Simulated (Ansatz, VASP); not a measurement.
# One calculation of V, two programs

The input POSCAR:

```
V
1.0
    0.0000000000      1.8950000000      1.8950000000
    1.8950000000      0.0000000000      1.8950000000
    1.8950000000      1.8950000000      0.0000000000
V
1
Direct
    0.0000000000      0.0000000000      0.0000000000
```

Contents of INCAR.step1:

```
PREC = Accurate
ENCUT = 520
ISMEAR = -1
SIGMA = 0.05
LREAL = False
LASPH = True
NELM = 150
ISPIN = 2
MAGMOM = 1.5
LMAXMIX = 4
NBANDS = 16
GGA = PE
ALGO = Normal
EDIFF = 1E-4
LWAVE = True
LCHARG = False
```

Contents of INCAR.step2:

```
PREC = Accurate
ENCUT = 520
EDIFF = 1E-8
ISMEAR = -1
SIGMA = 0.05
LREAL = False
LASPH = True
NELM = 150
ALGO = Normal
ISIF = 2
LWAVE = False
LCHARG = False
ISPIN = 2
MAGMOM = 1.5
LORBIT = 11
LMAXMIX = 4
METAGGA = R2SCAN
LMIXTAU = True
LEFG = True
NBANDS = 16
ISTART = 1
```

File KPOINTS:

```
regular mesh
0
Gamma
  16 16 16
```

Input for Ansatz:

```yaml
crystal:
  lattice:
    - [0.0, 1.895, 1.895]
    - [1.895, 0.0, 1.895]
    - [1.895, 1.895, 0.0]
  atoms:
    - { symbol: V, position: [0.0, 0.0, 0.0], spin: 1.5 }
magnetization:
  spin_polarized: true
kpoints:
  mp_grid: { grid: [16, 16, 16] }
  band_path:
    path:
      - [0.0, 0.0, 0.0]
      - [0.5, 0.0, 0.5]
      - [0.625, 0.25, 0.625]
      - [0.375, 0.375, 0.75]
      - [0.0, 0.0, 0.0]
      - [0.5, 0.5, 0.5]
      - [0.5, 0.25, 0.75]
      - [0.5, 0.0, 0.5]
    npoints: 5
scf:
  occupations: { method: fermi_dirac, width: 0.05 }
hamiltonian:
  xc: r2scan
  pseudopotentials: { kind: paw }
output:
  forces: true
  stress: true
  eigenvalues: true
  efg: { contact_densities: true }
```

Alike in both runs: task electric field gradients; functional r2SCAN; k mesh 16 × 16 × 16; occupations fermi-dirac, width 0.05 eV; collinear spin.

```csv
,VASP,Ansatz
version,VASP 6.6.1,Ansatz 0.2.0
potentials or method,"VASP PAW PBE potentials, release 64 (V_sv)","PAW with Ansatz's default frozen-core files, scalar-relativistic"
plane-wave cutoff (eV),520,500
valence electrons in the cell,13,13
```

Ansatz gave:

| Item | Value |
| --- | --- |
| pressure (GPa) | 1.6 |
| net moment per atom (μB) | 0.00 |

Problem. Estimate VASP's values.

Solution. Pressure (GPa): 2.2; net moment per atom (μB): 0.00.

VASP's potentials were made for PBE, not for r2SCAN. Ansatz's warnings: seeded moment not kept, stability check not made.
